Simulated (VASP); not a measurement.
Here is a VASP 6.6.1 calculation.

The input INCAR:

```
PREC     = Accurate       # precision mode
ENCUT    = 520            # plane-wave cutoff, eV
EDIFF    = 1E-6           # SCF threshold, eV
ISMEAR   = 0              # smearing method
SIGMA    = 0.1            # smearing width, eV
LREAL    = F              # projectors in reciprocal space
LASPH    = T              # aspherical terms in the spheres
NELM     = 60             # most SCF steps
ALGO     = Normal         # electronic algorithm
ISIF     = 2              # what is computed and relaxed
LWAVE    = F              # write WAVECAR
LCHARG   = F              # write CHGCAR
LDIPOL   = T            
IDIPOL   = 3            
DIPOL    = 0.5 0.5 0.350
GGA      = PE             # functional
NBANDS   = 34             # bands
```

KPOINTS

```
Automatic mesh
0
Gamma
  8 8 1
```

File POSCAR:

```
Ti4C
1.0
    3.2553359278      0.0000000000      0.0000000000
    0.0000000000      3.2553359278      0.0000000000
    0.0000000000      0.0000000000     20.1793674396
Ti C
4 1
Direct
    0.5000000000      0.5000000000      0.1982222690
    0.0000000000      0.0000000000      0.2788822782
    0.5000000000      0.5000000000      0.3551865237
    0.0000000000      0.0000000000      0.4301109767
    0.1250000000      0.3750000000      0.4872274212
```

Potentials or basis: VASP PAW PBE potentials, release 64 (Ti_sv, C).

The run is started by

```sh
$ cat potpaw_PBE.64/Ti_sv/POTCAR potpaw_PBE.64/C/POTCAR > POTCAR
$ mpirun -np 1 vasp_std > vasp.out
```

Task: What does it give for the band gap on the k mesh?

Result: Zero (band 26 reaches -0.14 eV, above the bottom of band 27 at -0.62 eV).

Task: What does it give for the largest force?

Result: 4.190 eV/Å.

Forces in eV/Å, atoms in the order of the input:
```
Ti  -0.091 -0.081  0.527
Ti   0.131  0.143 -0.617
Ti  -0.114  0.092 -0.339
Ti  -1.446 -3.915  0.375
C    1.519  3.761  0.054
```
